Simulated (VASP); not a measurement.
# O2CH2 in VASP: single point with PBE+D3(BJ)

Aim: the single point of O2CH2 with PBE+D3(BJ).

All numbers are computed with VASP 6.6.1; they aren't measurements. Logs are shortened: lines on timing, memory, paths and dates and some standing lists are left out, and cuts for length are marked.

**1. The cell of the first run**

The cell holds a molecule in a box, 5 atoms: a = 6.201 Å, b = 6.201 Å, c = 22.385 Å, α = 90.00°, β = 90.00°, γ = 90.00°.

**2. Single point, PBE+D3(BJ)**

File INCAR:

```
SYSTEM = H2CO2
PREC     = Accurate       ! precision mode
ENCUT    = 520            ! plane-wave cutoff, eV
EDIFF    = 1E-6           ! SCF threshold, eV
ISMEAR   = 0              ! smearing method
SIGMA    = 0.1            ! smearing width, eV
LREAL    = .FALSE.        ! projectors in reciprocal space
LASPH    = .TRUE.         ! aspherical terms in the spheres
NELM     = 60             ! most SCF steps
ALGO     = Normal         ! electronic algorithm
ISIF     = 2              ! what is computed and relaxed
LWAVE    = .FALSE.        ! write WAVECAR
LCHARG   = .TRUE.         ! write CHGCAR
LDIPOL   = .TRUE.       
IDIPOL   = 3            
DIPOL    = 0.5 0.5 0.657
GGA      = PE             ! functional
IVDW     = 12             ! dispersion correction
LELF     = .TRUE.         ! ELF
LVHAR    = .TRUE.       
LVACPOTAV= .TRUE.       
NBANDS   = 17             ! bands
```

File KPOINTS:

```
regular mesh
0
G
  3 3 1
  0 0 0
```

File POSCAR:

```
H2CO2
1.0
    6.2014901195      0.0000000000      0.0000000000
    0.0000000000      6.2014901195      0.0000000000
    0.0000000000      0.0000000000     22.3851157170
O C H
2 1 2
Direct
    0.3384211852      0.5856062430      0.6459736007
    0.0664875152      0.8688276667      0.6395067344
    0.0951747679      0.6448818269      0.6419810564
    0.4070774970      0.6890061713      0.6728134609
    0.0317913470      0.5861178367      0.6850225337
```

Potentials or basis: VASP PAW PBE potentials, release 64 (O, C, H).

Command:

```sh
$ cat potpaw_PBE.64/O/POTCAR potpaw_PBE.64/C/POTCAR potpaw_PBE.64/H/POTCAR > POTCAR
$ mpirun -np 1 vasp_std > vasp.out
```

OUTCAR:

```text
SYSTEM = H2CO2
   PREC = Accurate
   ENCUT = 520
   EDIFF = 1E-6
   ISMEAR = 0
   LREAL = .FALSE.
   LASPH = .TRUE.
   NELM = 60
   ISIF = 2
   GGA = PE
   IVDW = 12
 IVDW          = 12

 ion  position               nearest neighbor table
   1  0.338  0.586  0.646-   4 0.98   3 1.56
   2  0.066  0.869  0.640-   3 1.40
   3  0.095  0.645  0.642-   5 1.10   2 1.40   1 1.56
   4  0.407  0.689  0.673-   1 0.98
   5  0.032  0.586  0.685-   3 1.10

  LATTYP: Found a simple tetragonal cell.
 ALAT       =     6.2014901195
 C/A-ratio  =     3.6096349886

  Lattice vectors:

 A1 = (   6.2014901195,   0.0000000000,   0.0000000000)
 A2 = (   0.0000000000,   6.2014901195,   0.0000000000)
 A3 = (   0.0000000000,   0.0000000000,  22.3851157170)

Analysis of symmetry for initial positions (statically):
=====================================================================
 Subroutine PRICEL returns:
 Original cell was already a primitive cell.

 Routine SETGRP: Setting up the symmetry group for a
 simple tetragonal supercell.

 Subroutine GETGRP returns: Found  1 space group operations
 (whereof  1 operations were pure point group operations)
 out of a pool of 16 trial point group operations.

The static configuration has the point symmetry C_1 .

Analysis of symmetry for dynamics (positions and initial velocities):
=====================================================================
 Subroutine PRICEL returns:
 Original cell was already a primitive cell.

 Routine SETGRP: Setting up the symmetry group for a
 simple tetragonal supercell.

 Subroutine GETGRP returns: Found  1 space group operations
 (whereof  1 operations were pure point group operations)
 out of a pool of 16 trial point group operations.

The dynamic configuration has the point symmetry C_1 .

 Subroutine INISYM returns: Found  1 space group operations
 (whereof  1 operations are pure point group operations),
 and found     1 'primitive' translations

----------------------------------------------------------------------------------------

                                     Primitive cell

  volume of cell :     860.8975

  direct lattice vectors                    reciprocal lattice vectors
     6.201490119  0.000000000  0.000000000     0.161251567  0.000000000  0.000000000
     0.000000000  6.201490119  0.000000000     0.000000000  0.161251567  0.000000000
     0.000000000  0.000000000 22.385115717     0.000000000  0.000000000  0.044672541

  length of vectors
     6.201490119  6.201490119 22.385115717     0.161251567  0.161251567  0.044672541

  position of ions in fractional coordinates (direct lattice)
     0.338421185  0.585606243  0.645973601
     0.066487515  0.868827667  0.639506734
     0.095174768  0.644881827  0.641981056
     0.407077497  0.689006171  0.672813461
     0.031791347  0.586117837  0.685022534

  ion indices of the primitive-cell ions
   primitive index   ion index
                 1           1
                 2           2
                 3           3
                 4           4
                 5           5

----------------------------------------------------------------------------------------

 KPOINTS: regular mesh

Automatic generation of k-mesh.
 Grid dimensions read from file:
 generate k-points for:    3    3    1

 Generating k-lattice:

  Cartesian coordinates                     Fractional coordinates (reciprocal lattice)
     0.053750522  0.000000000  0.000000000     0.333333333  0.000000000  0.000000000
     0.000000000  0.053750522  0.000000000     0.000000000  0.333333333  0.000000000
     0.000000000  0.000000000  0.044672541     0.000000000  0.000000000  1.000000000

  Length of vectors
     0.053750522  0.053750522  0.044672541

  Shift w.r.t. Gamma in fractional coordinates (k-lattice)
     0.000000000  0.000000000  0.000000000

 Subroutine IBZKPT returns following result:
 ===========================================

 Found      5 irreducible k-points:

 Following reciprocal coordinates:
            Coordinates               Weight
  0.000000  0.000000  0.000000      1.000000
  0.333333  0.000000  0.000000      2.000000
  0.000000  0.333333  0.000000      2.000000
  0.333333  0.333333  0.000000      2.000000
 -0.333333  0.333333  0.000000      2.000000
   k-points           NKPTS =      5   k-points in BZ     NKDIM =      5   number of bands    NBANDS=     17
   number of dos      NEDOS =    301   number of ions     NIONS =      5
   total plane-waves  NPLWV = 387072
   dimension x,y,z NGX =    48 NGY =   48 NGZ =  168
   dimension x,y,z NGXF=    96 NGYF=   96 NGZF=  336
   ions per type =               2   1   2
   NGX,Y,Z   is equivalent  to a cutoff of  12.87, 12.87, 12.48 a.u.
   NGXF,Y,Z  is equivalent  to a cutoff of  25.74, 25.74, 24.95 a.u.
 SYSTEM =  H2CO2
   PREC   = accura    normal or accurate (medium, high low for compatibility)
   ISTART =      0    job   : 0-new  1-cont  2-samecut
   ICHARG =      2    charge: 1-file 2-atom 10-const
   ISPIN  =      1    spin polarized calculation?
   LNONCOLLINEAR =      F non collinear calculations
   LSORBIT =      F    spin-orbit coupling
   LASPH  =      T    aspherical Exc in radial PAW
   ENCUT  =  520.0 eV  38.22 Ry    6.18 a.u.  11.53 11.53 41.62*2*pi/ulx,y,z
   NELM   =     60;   NELMIN=  2; NELMDL= -5     # of ELM steps
   EDIFF  = 0.1E-05   stopping-criterion for ELM
   LREAL  =      F    real-space projection
   EDIFFG = 0.1E-04   stopping-criterion for IOM
   NSW    =      0    number of steps for IOM
   IBRION =     -1    ionic relax: 0-MD 1-quasi-New 2-CG
   NFREE  =      0    steps in history (QN), initial steepest desc. (CG)
   ISIF   =      2    stress and relaxation
   ISYM   =      2    0-nonsym 1-usesym 2-fastsym
   POTIM  = 0.5000    time-step for ionic-motion
   TEBEG  =    0.0;   TEEND  =   0.0 temperature during run
   PSTRESS=    0.0 pullay stress
   NELECT =      18.0000    total number of electrons
   NUPDOWN=      -1.0000    fix difference up-down
   EMIN   =  10.00;   EMAX   =-10.00  energy-range for DOS
   EFERMI =   0.00;   METHOD = LEGACY
   ISMEAR =     0;   SIGMA  =   0.10  broadening in eV -4-tet -1-fermi 0-gaus
   EFERMI_NEDOS =   21; number of points for ismear=-14 and -15
   IALGO  =     38    algorithm
   IMIX   =      4    mixing-type and parameters
     AMIX     =   0.40;   BMIX     =  1.00
     AMIX_MAG =   1.60;   BMIX_MAG =  1.00
  volume/ion in A,a.u.               =     172.18      1161.92
  Fermi-wavevector in a.u.,A,eV,Ry     =   0.451006  0.852277  2.767506  0.203406
  Thomas-Fermi vector in A             =   1.432006
   LORBIT       =      0    0 simple, 1 ext, 2 COOP (PROOUT), +10 PAW based schemes
   GGA     = PE    functional components
   LHFCALC =     F    Hartree Fock is set to
   AEXX    =    0.0000 exact exchange contribution
   IVDW    =    12    specifies the selected vdW correction
   LEPSILON=     F    determine dielectric tensor
   LRPA    =     F    only Hartree local field effects (RPA)
 non-spin polarized calculation
 Gauss-broadening in eV      SIGMA  =   0.10
  energy-cutoff  :      520.00
  volume of cell :      860.90
 maximum number of plane-waves:     23207
 NGX is ok and might be reduce to    48
   NGX = 23   NGY = 23   NGZ = 83

 number of electron      17.9999990 magnetization

 dipolmoment           0.000000      0.000000     -0.310830 electrons x Angstroem

 Free energy of the ion-electron system (eV)
  ---------------------------------------------------
  ext. energy  EPLUGINS =         0.00000000
  ---------------------------------------------------
  free energy    TOTEN  =       -26.61318286 eV

  energy without entropy =      -26.61318286  energy(sigma->0) =      -26.61318286

 E-fermi :  -6.1075     XC(G=0):  -0.9498

 val. band max:       -6.6311395250   @ k =   0.0000   0.3333   0.0000
 cond. band min:      -4.8579196607   @ k =   0.3333   0.0000   0.0000
 fundamental gap:      1.7732198643
 Fermi energy:        -6.1074902637

 k-point     1 :       0.0000    0.0000    0.0000
  band No.  band energies     occupation
      1     -25.8177      2.00000
      2     -24.1430      2.00000
      3     -15.8981      2.00000
      4     -12.5984      2.00000
      5     -11.0471      2.00000
      6      -9.9772      2.00000
      7      -8.4339      2.00000
      8      -7.3531      2.00000
      9      -6.6365      2.00000
     10      -4.8545      0.00000
     11      -1.1732      0.00000
     12      -0.1668      0.00000
     13       0.4410      0.00000
     14       0.9698      0.00000
     15       1.2220      0.00000
     16       1.4327      0.00000
     17       1.8218      0.00000

 k-point     2 :       0.3333    0.0000    0.0000
  band No.  band energies     occupation
      1     -25.8169      2.00000
      2     -24.1441      2.00000
      3     -15.9050      2.00000
      4     -12.5829      2.00000
      5     -11.0492      2.00000
      6      -9.9615      2.00000
      7      -8.4385      2.00000
      8      -7.3490      2.00000
      9      -6.6457      2.00000
     10      -4.8579      0.00000
     11      -0.8862      0.00000
     12       0.0441      0.00000
     13       0.3412      0.00000
     14       0.9121      0.00000
     15       1.3597      0.00000
     16       1.4440      0.00000
     17       1.6707      0.00000

 k-point     3 :       0.0000    0.3333    0.0000
  band No.  band energies     occupation
      1     -25.8173      2.00000
      2     -24.1433      2.00000
      3     -15.9024      2.00000
      4     -12.5975      2.00000
      5     -11.0295      2.00000
      6      -9.9837      2.00000
      7      -8.4307      2.00000
      8      -7.3595      2.00000
      9      -6.6311      2.00000
     10      -4.8537      0.00000
     11      -0.8361      0.00000
     12       0.2390      0.00000
     13       0.4515      0.00000
     14       0.8600      0.00000
     15       1.3392      0.00000
     16       1.4593      0.00000
     17       1.5566      0.00000

 k-point     4 :       0.3333    0.3333    0.0000
  band No.  band energies     occupation
      1     -25.8166      2.00000
      2     -24.1444      2.00000
      3     -15.9094      2.00000
      4     -12.5821      2.00000
      5     -11.0321      2.00000
      6      -9.9686      2.00000
      7      -8.4343      2.00000
      8      -7.3548      2.00000
      9      -6.6366      2.00000
     10      -4.8579      0.00000
     11      -0.6128      0.00000
     12       0.3090      0.00000
     13       0.7132      0.00000
     14       0.8097      0.00000
     15       1.2768      0.00000
     16       1.6150      0.00000
     17       1.7924      0.00000

 k-point     5 :      -0.3333    0.3333    0.0000
  band No.  band energies     occupation
      1     -25.8166      2.00000
      2     -24.1444      2.00000
      3     -15.9094      2.00000
      4     -12.5821      2.00000
      5     -11.0319      2.00000
      6      -9.9682      2.00000
      7      -8.4349      2.00000
      8      -7.3556      2.00000
      9      -6.6382      2.00000
     10      -4.8576      0.00000
     11      -0.5904      0.00000
     12       0.2665      0.00000
     13       0.7219      0.00000
     14       0.8791      0.00000
     15       1.2897      0.00000
     16       1.5360      0.00000
     17       1.8348      0.00000

------------------------ aborting loop because EDIFF is reached ----------------------------------------

 Edisp (eV)   -0.05993

 E8    (eV) :    -0.0153

  FORCE on cell =-STRESS in cart. coord.  units (eV):
  Direction    XX          YY          ZZ          XY          YZ          ZX
  --------------------------------------------------------------------------------------
  -------------------------------------------------------------------------------------
  Total      -4.65135    -9.56893    -1.34151     1.70119    -0.58262    -1.68641
  in kB      -8.65642   -17.80831    -2.49662     3.16600    -1.08428    -3.13850
  external pressure =       -9.65 kB  Pullay stress =        0.00 kB

 VOLUME and BASIS-vectors are now :
 -----------------------------------------------------------------------------
  energy-cutoff  :      520.00
  volume of cell :      860.90
      direct lattice vectors                 reciprocal lattice vectors
     6.201490119  0.000000000  0.000000000     0.161251567  0.000000000  0.000000000
     0.000000000  6.201490119  0.000000000     0.000000000  0.161251567  0.000000000
     0.000000000  0.000000000 22.385115717     0.000000000  0.000000000  0.044672541

 POSITION                                       TOTAL-FORCE (eV/Angst)
 -----------------------------------------------------------------------------------
      2.09872      3.63163     14.46019        -2.887691     -0.898799     -0.802281
      0.41232      5.38803     14.31543         0.177313     -7.516527     -0.741875
      0.59023      3.99923     14.37082         4.274756      9.189417      2.975646
      2.52449      4.27286     15.06101        -0.314915      0.637474     -0.516928
      0.19715      3.63480     15.33431        -1.249464     -1.411565     -0.914563
 -----------------------------------------------------------------------------------
    total drift:                               -0.000530     -0.001105      0.000202

  FREE ENERGIE OF THE ION-ELECTRON SYSTEM (eV)
  ---------------------------------------------------
  free  energy   TOTEN  =       -26.6731134291 eV

  energy  without entropy=      -26.6731134291  energy(sigma->0) =      -26.67311343

 vacuum level on the upper side and lower side of the slab        -0.452         1.011
```

Wall time 2 min (1 thread of AMD EPYC 7R13 (Zen 3), shared host); peak memory 0.78 GiB.

What came out:

```yaml
Free_energy: -26.6731 eV
Largest_force: 10.563 eV/Å
Gap_between_the_frontier_levels: 1.77 eV, indirect (the least direct gap lies 4.2 meV higher)
Dispersion_energy_per_atom: -0.012 eV
```

Forces on the atoms (eV/Å):
```
O   -2.888 -0.899 -0.802
O    0.177 -7.517 -0.742
C    4.275  9.189  2.976
H   -0.315  0.637 -0.517
H   -1.249 -1.412 -0.915
```
